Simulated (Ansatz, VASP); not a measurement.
## One calculation of Si3C, two programs

File INCAR:

```
PREC = Accurate ; ENCUT = 520
EDIFF = 1E-7 ; ISMEAR = 0
SIGMA = 0.1 ; LREAL = F
LASPH = T ; NELM = 100
ALGO = Normal ; ISIF = 2
LWAVE = F ; LCHARG = T
GGA = PE ; LELF = T
LVHAR = T ; NBANDS = 16
```

The input KPOINTS:

```
Automatic mesh
0
Gamma
  6 6 2
```

Contents of POSCAR:

```
Si3C
1.0
    2.6184768300      0.0000000000      0.0000000000
   -1.3092384200      2.2676674600      0.0000000000
    0.0000000000      0.0000000000      9.8356078500
Si C
3 1
Direct
    0.0000000000      0.0000000000      0.7500000000
    0.0000000000      0.0000000000      0.0000000000
    0.0000000000      0.0000000000      0.2500000000
    0.0000000000      0.0000000000      0.5000000000
```

Input for Ansatz:

```yaml
crystal:
  lattice:
    - [2.61847683, 0.0, 0.0]
    - [-1.30923842, 2.26766746, 0.0]
    - [0.0, 0.0, 9.83560785]
  atoms:
    - { symbol: Si, position: [0.0, 0.0, 0.75] }
    - { symbol: Si, position: [0.0, 0.0, 0.0] }
    - { symbol: Si, position: [0.0, 0.0, 0.25] }
    - { symbol: C, position: [0.0, 0.0, 0.5] }
basis:
  ecutwfc: 420
kpoints:
  mp_grid: { grid: [6, 6, 2] }
hamiltonian:
  xc: pbe
scf:
  occupations: { method: gaussian, width: 0.1 }
  lower_state_search: "off"
output:
  forces: true
  stress: true
  eigenvalues: true
```

Alike in both runs: task single point; functional PBE; k mesh 6 × 6 × 2; occupations gaussian, width 0.1 eV; no spin polarisation.

|  | VASP | Ansatz |
| --- | --- | --- |
| version | VASP 6.6.1 | Ansatz 0.2.0 |
| potentials or method | VASP PAW PBE potentials, release 64 (Si, C), cutoff 520 eV | scalar-relativistic, plane waves, PAW |
| valence electrons in the cell | 16 | 16 |

|  | VASP | Ansatz | Ansatz less VASP |
| --- | --- | --- | --- |
| gap on the k mesh at the Fermi level (eV) | none | none | - |
| pressure (GPa) | -9.6 | -9.6 | +0.03 |
| traceless stress, the component that is largest in VASP (GPa) | 4.77 | 4.74 | -0.024 |
| rms of the force components (eV/Å) | 0.804 | 0.806 | +0.0027 |

Atom by atom the forces differ by 0.003 eV/Å (rms over components). A gap of «none» marks a metal or a gap that the smearing closes.

The k mesh is coarse, so the values compare programs but aren't converged.
